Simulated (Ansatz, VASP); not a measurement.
## WSe2 in VASP and in Ansatz

POSCAR

```
WSe2
1.0
    6.1535978334      0.0000000000      0.0000000000
    0.0000000000      6.1535978334      0.0000000000
    0.0000000000      0.0000000000      3.3846404358
W Se
2 4
Direct
    0.0000000000      0.0000000000      0.0000000000
    0.5000000000      0.5000000000      0.5000000000
    0.2864602883      0.2864602883      0.0000000000
    0.2135397117      0.7864602883      0.5000000000
    0.7864602883      0.2135397117      0.5000000000
    0.7135397117      0.7135397117      0.0000000000
```

The input INCAR.step1:

```
  PREC = Accurate
  ENCUT = 520
  ISMEAR = -1
  SIGMA = 0.02
  LREAL = False
  LASPH = True
  NELM = 60
  NBANDS = 35
  GGA = PE
  ALGO = Normal
  EDIFF = 1E-4
  LWAVE = True
  LCHARG = False
```

File INCAR.step2:

```
  PREC = Accurate
  ENCUT = 520
  EDIFF = 1E-6
  ISMEAR = -1
  SIGMA = 0.02
  LREAL = False
  LASPH = True
  NELM = 60
  ALGO = Normal
  ISIF = 2
  LWAVE = False
  LCHARG = True
  METAGGA = R2SCAN
  LMIXTAU = True
  LELF = True
  LVHAR = True
  NBANDS = 35
  ISTART = 1
```

KPOINTS

```
Automatic mesh
0
Gamma
  4 4 8
```

Input for Ansatz:

```yaml
crystal:
  lattice:
    - [6.1535978334, 0.0, 0.0]
    - [0.0, 6.1535978334, 0.0]
    - [0.0, 0.0, 3.3846404358]
  atoms:
    - { symbol: W, position: [0.0, 0.0, 0.0] }
    - { symbol: W, position: [0.5, 0.5, 0.5] }
    - { symbol: Se, position: [0.2864602883, 0.2864602883, 0.0] }
    - { symbol: Se, position: [0.2135397117, 0.7864602883, 0.5] }
    - { symbol: Se, position: [0.7864602883, 0.2135397117, 0.5] }
    - { symbol: Se, position: [0.7135397117, 0.7135397117, 0.0] }
kpoints:
  mp_grid: { grid: [4, 4, 8] }
  band_path:
    path:
      - [0.0, 0.0, 0.0]
      - [0.0, 0.5, 0.0]
      - [0.5, 0.5, 0.0]
      - [0.0, 0.0, 0.5]
      - [0.0, 0.5, 0.5]
      - [0.5, 0.5, 0.5]
      - [0.0, 0.0, 0.45]
      - [0.5, 0.5, 0.15]
    npoints: 1
hamiltonian:
  xc: r2scan
scf:
  occupations: { method: fermi_dirac, width: 0.02 }
  n_extra_bands: 5
output:
  forces: true
  stress: true
  eigenvalues: true
```

Alike in both runs: task single point; functional r2SCAN; k mesh 4 × 4 × 8; occupations fermi-dirac, width 0.02 eV; no spin polarisation.

|  | VASP | Ansatz |
| --- | --- | --- |
| version | VASP 6.6.1 | Ansatz 0.2.0 |
| potentials or method | VASP PAW PBE potentials, release 64 (W_sv, Se) | plane waves, PAW |
| plane-wave cutoff (eV) | 520 | 500 |
| valence electrons in the cell | 52 | 92 |

VASP gave:

```
pressure (GPa)                                                : 0.1
traceless stress, the component that is largest in VASP (GPa) : 0.08
rms of the force components (eV/Å)                            : 0.003
```

Problem. What did Ansatz give for the same quantities?

Solution. Pressure (GPa): 0.0; traceless stress, the component that is largest in VASP (GPa): 0.02; rms of the force components (eV/Å): 0.000.

VASP's potentials were made for PBE, not for r2SCAN. Atom by atom the forces differ by 0.003 eV/Å (rms over components). VASP's potentials hold 52 valence electrons a cell and Ansatz's 92, so a difference there can come from the potentials and not from the codes.

Neither program's run includes spin-orbit coupling.
